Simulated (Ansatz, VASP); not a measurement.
One calculation of Cu2H3, two programs

```xyz
5
Lattice="3.3428 0.0000 0.0000 0.0000 3.3428 0.0000 0.0000 0.0000 3.3428" Properties=species:S:1:pos:R:3 pbc="T T T"
Cu    1.6714    1.6714    1.6714
Cu    0.0000    0.0000    0.0000
H     1.6714    0.0000    0.0000
H     0.0000    1.6714    0.0000
H     0.0000    0.0000    1.6714
```

Alike in both runs: functional PBE; k mesh 6 × 6 × 6; occupations gaussian, width 0.1 eV; no spin polarisation.

Ansatz relaxed the structure, and its values are those at the end. VASP's run is a single point on that final structure, the one shown.

```csv
,VASP,Ansatz
version,VASP 6.6.1,Ansatz 0.2.0
potentials or method,"VASP PAW PBE potentials, release 64 (Cu, H), cutoff 520 eV","scalar-relativistic, plane waves, PAW"
valence electrons in the cell,25,41
```

```tsv
	VASP	Ansatz	Ansatz less VASP
gap on the k mesh at the Fermi level (eV)	none	none	-
pressure (GPa)	0.2	0.3	+0.03
```

A gap of «none» marks a metal or a gap that the smearing closes. VASP's potentials hold 25 valence electrons a cell and Ansatz's 41, so a difference there can come from the potentials and not from the codes.
